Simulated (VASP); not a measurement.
Wanted: the native input for a VASP 6.6.1 run.

```
Task                   : single point
Functional             : PBE
Potentials or basis    : VASP PAW PBE potentials, release 64 (Ga_d, Sb)
Cutoff                 : 520 eV
k mesh                 : 16 × 16 × 16
Occupations            : gaussian, width 0.15 eV
Spin                   : no spin polarisation
Dipole correction      : no
Further INCAR settings : ALGO = Normal; EDIFF = 1e-06; NBANDS = 16
```

The structure of GaSb lies in POSCAR:

```
GaSb
1.0
    0.0000000000      3.1069206316      3.1069206316
    3.1069206316      0.0000000000      3.1069206316
    3.1069206316      3.1069206316      0.0000000000
Ga Sb
1 1
Direct
    0.0000000000      0.0000000000      0.0000000000
    0.7500000000      0.7500000000      0.7500000000
```

These files were run (other wordings do the same):

INCAR

```
PREC = Accurate ; ENCUT = 520
EDIFF = 1E-6 ; ISMEAR = 0
SIGMA = 0.15 ; LREAL = F
LASPH = T ; NELM = 100
ALGO = Normal ; ISIF = 2
LWAVE = F ; LCHARG = F
GGA = PE ; NBANDS = 16
```

KPOINTS

```
regular mesh
0
Gamma
  16 16 16
```

Potentials or basis: VASP PAW PBE potentials, release 64 (Ga_d, Sb).

The run is started by

```sh
$ cat potpaw_PBE.64/Ga_d/POTCAR potpaw_PBE.64/Sb/POTCAR > POTCAR
$ mpirun -np 1 vasp_std > vasp.out
```

It gave:

The pressure is 0.1 GPa. The band gap on the k mesh is zero (filled and empty bands touch).

Caveat: spin-orbit coupling is left out, which moves the levels of the heavy elements.

It took 2.1 min on 1 thread of Intel Xeon 6975P-C, on a shared host, peak memory 0.31 GiB.
